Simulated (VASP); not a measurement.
CdSe, 16 atoms in the cell. The typed cell holds 16 atoms: a = 8.681 Å, b = 8.681 Å, c = 7.077 Å, α = 90.00°, β = 90.00°, γ = 120.00°. 

```yaml
Program: VASP 6.6.1
Task: single point
Functional: r2SCAN
Potentials_or_basis: VASP PAW PBE potentials, release 64 (Cd, Se)
Cutoff: 520 eV
k_mesh: 3 × 3 × 2
Occupations: fermi-dirac, width 0.086 eV
Spin: no spin polarisation
Dipole_correction: no
Further_INCAR_settings: LREAL = Auto; ALGO = Normal; EDIFF = 1e-07; NBANDS = 86
```

Potentials or basis: VASP PAW PBE potentials, release 64 (Cd, Se).

The run is started by

```console
$ cat potpaw_PBE.64/Cd/POTCAR potpaw_PBE.64/Se/POTCAR > POTCAR
$ cp INCAR.step1 INCAR
$ mpirun -np 1 vasp_std > vasp.out
$ cp INCAR.step2 INCAR
$ mpirun -np 1 vasp_std > vasp.out
```

Hardware: 1 thread of Intel(R) Xeon(R) 6975P-C (Granite Rapids) (shared host).

Task: How long does it take, and how much memory?

Result: Wall time 21 min on 1 thread of Intel(R) Xeon(R) 6975P-C (Granite Rapids), with other jobs on the host, peak memory 0.77 GiB. Counts: k points 10.
